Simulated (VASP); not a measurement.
A run of VASP 6.6.1:

The input INCAR:

```
  ALGO = Fast
  EDIFF = 1E-6
  ENCUT = 520
  GGA = CA
  ISIF = 2
  ISMEAR = -1
  LASPH = True
  LCHARG = False
  LREAL = False
  LWAVE = False
  NBANDS = 13
  NELM = 60
  PREC = Accurate
  SIGMA = 0.05
```

KPOINTS

```
k-points
0
Gamma
  12 12 12
```

The input POSCAR:

```
W
1.0
   -1.5928244114      1.5928244114      1.5928244114
    1.5928244114     -1.5928244114      1.5928244114
    1.5928244114      1.5928244114     -1.5928244114
W
1
Direct
    0.0000000000      0.0000000000      0.0000000000
```

Potentials or basis: VASP PAW LDA potentials, release 64 (W_sv).

Run with:

```console
$ cat potpaw_LDA.64/W_sv/POTCAR > POTCAR
$ mpirun -np 1 vasp_std > vasp.out
```

Hardware: 1 thread of Intel(R) Xeon(R) 6975P-C (Granite Rapids), on a shared host.

Question: How long does it take, and how much memory?

Answer: Wall time 5.4 s on 1 thread of Intel(R) Xeon(R) 6975P-C (Granite Rapids) (shared host), peak memory 0.13 GiB. Counts: scf iterations 12, k points 72.
